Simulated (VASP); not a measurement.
# Al2Cu (I4/mcm) in VASP: notebook, part 3 of 3

VASP 6.6.1. Earlier steps stand in the parts before.

## (5) Single point, PBEsol

This run uses another cell than the first one, of 13.74 Å³/atom.

Contents of INCAR:

```
SYSTEM = Al2Cu
PREC = Accurate
ENCUT = 520
EDIFF = 1E-6
ISMEAR = 0
SIGMA = 0.15
LREAL = .False.
LASPH = .True.
NELM = 80
ALGO = Fast
ISIF = 2
LWAVE = .False.
LCHARG = .True.
GGA = PS
LELF = .True.
LVHAR = .True.
NBANDS = 26
```

Contents of KPOINTS:

```
Automatic mesh
0
Gamma
  10 10 10
  0 0 0
```

Contents of POSCAR:

```
Al2Cu
1.0
   -2.9366000000      2.9366000000      2.3896500000
    2.9366000000     -2.9366000000      2.3896500000
    2.9366000000      2.9366000000     -2.3896500000
Al Cu
4 2
Direct
    0.1593210787      0.6593210787      0.8186421574
    0.6593210787      0.8406789213      0.5000000000
    0.8406789213      0.3406789213      0.1813578426
    0.3406789213      0.1593210787      0.5000000000
    0.7500000000      0.7500000000      0.0000000000
    0.2500000000      0.2500000000      0.0000000000
```

Potentials or basis: VASP PAW PBE potentials, release 64 (Al, Cu).

On the command line:

```console
> cat potpaw_PBE.64/Al/POTCAR potpaw_PBE.64/Cu/POTCAR > POTCAR
> mpirun -np 1 vasp_std > vasp.out
```

OUTCAR:

```text
SYSTEM = Al2Cu
   PREC = Accurate
   ENCUT = 520
   EDIFF = 1E-6
   ISMEAR = 0
   LREAL = .False.
   LASPH = .True.
   NELM = 80
   ISIF = 2
   GGA = PS

 ion  position               nearest neighbor table
   1  0.159  0.659  0.819-   5 2.51   6 2.51   5 2.51   6 2.51   3 2.65   3 2.82   3 2.82   4 3.04
                             2 3.04   2 3.04   4 3.04   4 3.12   2 3.12   2 3.12   4 3.12
   2  0.659  0.841  0.500-   6 2.51   5 2.51   5 2.51   6 2.51   4 2.65   4 2.82   4 2.82   3 3.04
                             1 3.04   1 3.04   3 3.04   1 3.12   3 3.12   1 3.12   3 3.12
   3  0.841  0.341  0.181-   5 2.51   6 2.51   5 2.51   6 2.51   1 2.65   1 2.82   1 2.82   2 3.04
                             4 3.04   4 3.04   2 3.04   4 3.12   2 3.12   4 3.12   2 3.12
   4  0.341  0.159  0.500-   5 2.51   6 2.51   6 2.51   5 2.51   2 2.65   2 2.82   2 2.82   3 3.04
                             1 3.04   1 3.04   3 3.04   1 3.12   3 3.12   3 3.12   1 3.12
   5  0.750  0.750  0.000-   6 2.39   6 2.39   4 2.51   2 2.51   4 2.51   2 2.51   1 2.51   3 2.51
                             3 2.51   1 2.51
   6  0.250  0.250  0.000-   5 2.39   5 2.39   2 2.51   4 2.51   2 2.51   4 2.51   3 2.51   1 2.51
                             1 2.51   3 2.51

  LATTYP: Found a body centered tetragonal cell.
 ALAT       =     5.8732000000
 C/A-ratio  =     0.8137471906

  Lattice vectors:

 A1 = (  -2.9366000000,   2.9366000000,   2.3896500000)
 A2 = (   2.9366000000,  -2.9366000000,   2.3896500000)
 A3 = (   2.9366000000,   2.9366000000,  -2.3896500000)

Analysis of symmetry for initial positions (statically):
=====================================================================
 Subroutine PRICEL returns:
 Original cell was already a primitive cell.

 Routine SETGRP: Setting up the symmetry group for a
 body centered tetragonal supercell.

 Subroutine GETGRP returns: Found 16 space group operations
 (whereof  8 operations were pure point group operations)
 out of a pool of 16 trial point group operations.

The static configuration has the point symmetry C_4h.
 The point group associated with its full space group is D_4h.

Analysis of symmetry for dynamics (positions and initial velocities):
=====================================================================
 Subroutine PRICEL returns:
 Original cell was already a primitive cell.

 Routine SETGRP: Setting up the symmetry group for a
 body centered tetragonal supercell.

 Subroutine GETGRP returns: Found 16 space group operations
 (whereof  8 operations were pure point group operations)
 out of a pool of 16 trial point group operations.

The dynamic configuration has the point symmetry C_4h.
 The point group associated with its full space group is D_4h.

 Subroutine INISYM returns: Found 16 space group operations
 (whereof  8 operations are pure point group operations),
 and found     1 'primitive' translations

----------------------------------------------------------------------------------------

                                     Primitive cell

  volume of cell :      82.4297

  direct lattice vectors                    reciprocal lattice vectors
    -2.936600000  2.936600000  2.389650000     0.000000000  0.170264932  0.209235662
     2.936600000 -2.936600000  2.389650000     0.170264932  0.000000000  0.209235662
     2.936600000  2.936600000 -2.389650000     0.170264932  0.170264932  0.000000000

  length of vectors
[... 69 lines left out ...]
  0.300000  0.300000  0.000000      8.000000
  0.400000  0.300000  0.000000     16.000000
 [... further k-points ...]
   k-points           NKPTS =    102   k-points in BZ     NKDIM =    102   number of bands    NBANDS=     26
   number of dos      NEDOS =    301   number of ions     NIONS =      6
   total plane-waves  NPLWV =  46656
   dimension x,y,z NGX =    36 NGY =   36 NGZ =   36
   dimension x,y,z NGXF=    72 NGYF=   72 NGZF=   72
   ions per type =               4   2
   NGX,Y,Z   is equivalent  to a cutoff of  12.49, 12.49, 12.49 a.u.
   NGXF,Y,Z  is equivalent  to a cutoff of  24.98, 24.98, 24.98 a.u.
 SYSTEM =  Al2Cu
   PREC   = accura    normal or accurate (medium, high low for compatibility)
   ISTART =      0    job   : 0-new  1-cont  2-samecut
   ICHARG =      2    charge: 1-file 2-atom 10-const
   ISPIN  =      1    spin polarized calculation?
   LNONCOLLINEAR =      F non collinear calculations
   LSORBIT =      F    spin-orbit coupling
   LASPH  =      T    aspherical Exc in radial PAW
   ENCUT  =  520.0 eV  38.22 Ry    6.18 a.u.   8.91  8.91  8.91*2*pi/ulx,y,z
   NELM   =     80;   NELMIN=  2; NELMDL= -5     # of ELM steps
   EDIFF  = 0.1E-05   stopping-criterion for ELM
   LREAL  =      F    real-space projection
   EDIFFG = 0.1E-04   stopping-criterion for IOM
   NSW    =      0    number of steps for IOM
   IBRION =     -1    ionic relax: 0-MD 1-quasi-New 2-CG
   NFREE  =      0    steps in history (QN), initial steepest desc. (CG)
   ISIF   =      2    stress and relaxation
   ISYM   =      2    0-nonsym 1-usesym 2-fastsym
   POTIM  = 0.5000    time-step for ionic-motion
   TEBEG  =    0.0;   TEEND  =   0.0 temperature during run
   PSTRESS=    0.0 pullay stress
   NELECT =      34.0000    total number of electrons
   NUPDOWN=      -1.0000    fix difference up-down
   EMIN   =  10.00;   EMAX   =-10.00  energy-range for DOS
   EFERMI =   0.00;   METHOD = LEGACY
   ISMEAR =     0;   SIGMA  =   0.15  broadening in eV -4-tet -1-fermi 0-gaus
   EFERMI_NEDOS =   21; number of points for ismear=-14 and -15
   IALGO  =     68    algorithm
   IMIX   =      4    mixing-type and parameters
     AMIX     =   0.40;   BMIX     =  1.00
     AMIX_MAG =   1.60;   BMIX_MAG =  1.00
  volume/ion in A,a.u.               =      13.74        92.71
  Fermi-wavevector in a.u.,A,eV,Ry     =   1.218634  2.302884 20.205578  1.485068
  Thomas-Fermi vector in A             =   2.353913
   LORBIT       =      0    0 simple, 1 ext, 2 COOP (PROOUT), +10 PAW based schemes
   GGA     = PS    functional components
   LHFCALC =     F    Hartree Fock is set to
   AEXX    =    0.0000 exact exchange contribution
   IVDW    =     0    specifies the selected vdW correction
   LEPSILON=     F    determine dielectric tensor
   LRPA    =     F    only Hartree local field effects (RPA)
 non-spin polarized calculation
 RMM-DIIS sequential band-by-band and
 Gauss-broadening in eV      SIGMA  =   0.15
  energy-cutoff  :      520.00
  volume of cell :       82.43
 maximum number of plane-waves:      2244
   NGX = 17   NGY = 17   NGZ = 17

 number of electron      34.0000036 magnetization

 Free energy of the ion-electron system (eV)
  ---------------------------------------------------
  ext. energy  EPLUGINS =         0.00000000
  ---------------------------------------------------
  free energy    TOTEN  =       -25.93454836 eV

  energy without entropy =      -25.91599311  energy(sigma->0) =      -25.92527074

 E-fermi :   8.8060     XC(G=0): -11.2965

 val. band max:        8.7812088434   @ k =   0.3000   0.1000   0.1000
 cond. band min:       8.8112864138   @ k =   0.0000   0.0000   0.0000
 fundamental gap:      0.0300775704
 Fermi energy:         8.8059736681

 k-point     1 :       0.0000    0.0000    0.0000
  band No.  band energies     occupation
      1      -2.5294      2.00000
      2       3.1138      2.00000
      3       3.2704      2.00000
      4       3.2704      2.00000
      5       3.3151      2.00000
      6       4.2793      2.00000
[... 685 lines left out ...]
     25      16.2303      0.00000
     26      16.3125      0.00000

 [... further k-points ...]

------------------------ aborting loop because EDIFF is reached ----------------------------------------

  FORCE on cell =-STRESS in cart. coord.  units (eV):
  Direction    XX          YY          ZZ          XY          YZ          ZX
  --------------------------------------------------------------------------------------
  -------------------------------------------------------------------------------------
  Total        3.3433315      3.3433315      2.5129639      0.0000000      0.0000000      0.0000000
  in kB       64.9839566     64.9839566     48.8441954      0.0000000      0.0000000      0.0000000
  external PRESSURE =      59.6040362 kB  Pullay stress =       0.0000000 kB

 VOLUME and BASIS-vectors are now :
 -----------------------------------------------------------------------------
  energy-cutoff  :      520.00
  volume of cell :       82.43
      direct lattice vectors                 reciprocal lattice vectors
    -2.936600000  2.936600000  2.389650000     0.000000000  0.170264932  0.209235662
     2.936600000 -2.936600000  2.389650000     0.170264932  0.000000000  0.209235662
     2.936600000  2.936600000 -2.389650000     0.170264932  0.170264932  0.000000000

 POSITION                                       TOTAL-FORCE (eV/Angst)
 -----------------------------------------------------------------------------------
      3.87232      0.93572      0.00000        -0.008526     -0.008526      0.000000
      2.00088      0.93572      2.38965         0.008526     -0.008526      0.000000
     -0.93572      2.00088      2.38965         0.008526      0.008526     -0.000000
      0.93572      2.00088      0.00000        -0.008526      0.008526     -0.000000
      0.00000      0.00000      3.58448        -0.000000      0.000000     -0.000000
      0.00000      0.00000      1.19483         0.000000      0.000000     -0.000000
 -----------------------------------------------------------------------------------
    total drift:                                0.000000     -0.000000      0.000000

  FREE ENERGIE OF THE ION-ELECTRON SYSTEM (eV)
  ---------------------------------------------------
  free  energy   TOTEN  =       -25.9345483649 eV

  energy  without entropy=      -25.9159931109  energy(sigma->0) =      -25.92527074
```

Wall time 3.9 min (1 thread of AMD EPYC 7R13 (Zen 3), shared host); peak memory 0.3 GiB.

What came out:

| Item | Value |
| --- | --- |
| Free energy | -25.9345 eV |
| Pressure | 6.0 GPa |
| Largest force | 0.012 eV/Å |
| Band gap on the k mesh | zero (bands 17 and 18 overlap by 4.46 eV) |

Forces on the atoms (eV/Å):
```
Al  -0.009 -0.009  0.000
Al   0.009 -0.009  0.000
Al   0.009  0.009  0.000
Al  -0.009  0.009  0.000
Cu   0.000  0.000  0.000
Cu   0.000  0.000  0.000
```

Stress tensor (GPa, compression positive):
```
6.50 0.00 0.00
0.00 6.50 0.00
0.00 0.00 4.88
```

Levels at points of the mesh, in eV from the Fermi level:
```tsv
k point	band 14	band 15	band 16	band 17	band 18	band 19	band 20	band 21
(0.00, 0.00, 0.00)	-1.99	-1.60	-1.38	-1.38	-0.92	-0.05	0.01	1.62
(0.50, 0.00, 0.00)	-3.25	-2.73	-2.73	0.28	0.28	4.25	4.25	4.53
(0.50, 0.50, 0.00)	-3.07	-1.55	-1.38	-0.82	-0.74	0.95	1.46	4.76
(0.50, 0.50, 0.50)	-3.47	-3.47	-1.94	2.66	2.96	2.96	3.51	4.43
```

Caveat: the cell stands under pressure; the PAW data sets were made with another functional, which shifts forces and pressure a little.

## (6) Overview

| cell | further INCAR settings | gap on the mesh (eV) | pressure (GPa) | largest force (eV/Å) |
| --- | --- | --- | --- | --- |
| a = 4.975 Å, angles 104.2, 104.2, 120.7°, 6 atoms | ALGO = Fast; EDIFF = 1e-07; NBANDS = 26 | none | -5.5 | 0.03 |
| a = 4.804 Å, angles 103.7, 103.7, 121.7°, 6 atoms | ALGO = Fast; EDIFF = 1e-06; NBANDS = 26 | none | 6.4 | 0.11 |
| a = 4.818 Å, angles 103.1, 103.1, 123.2°, 6 atoms | ALGO = Fast; EDIFF = 1e-06; NBANDS = 26 | none | 6.7 | 0.21 |
| a = 4.791 Å, angles 104.4, 104.4, 120.2°, 6 atoms | ALGO = Fast; EDIFF = 1e-06; NBANDS = 26 | none | 6.0 | 0.01 |

Alike in all rows: task single point; level PBEsol; potentials or basis VASP PAW PBE potentials, release 64 (Al, Cu); no spin polarisation; k mesh 10 × 10 × 10; cutoff (eV) 520; smearing gaussian 0.15 eV.

Caveats: the PAW data sets were made with another functional, which shifts forces and pressure a little; the cell stands under pressure (at least some runs); the cell stands under tension (at least some runs).

Absolute energies hang on the potentials; compare differences alone.
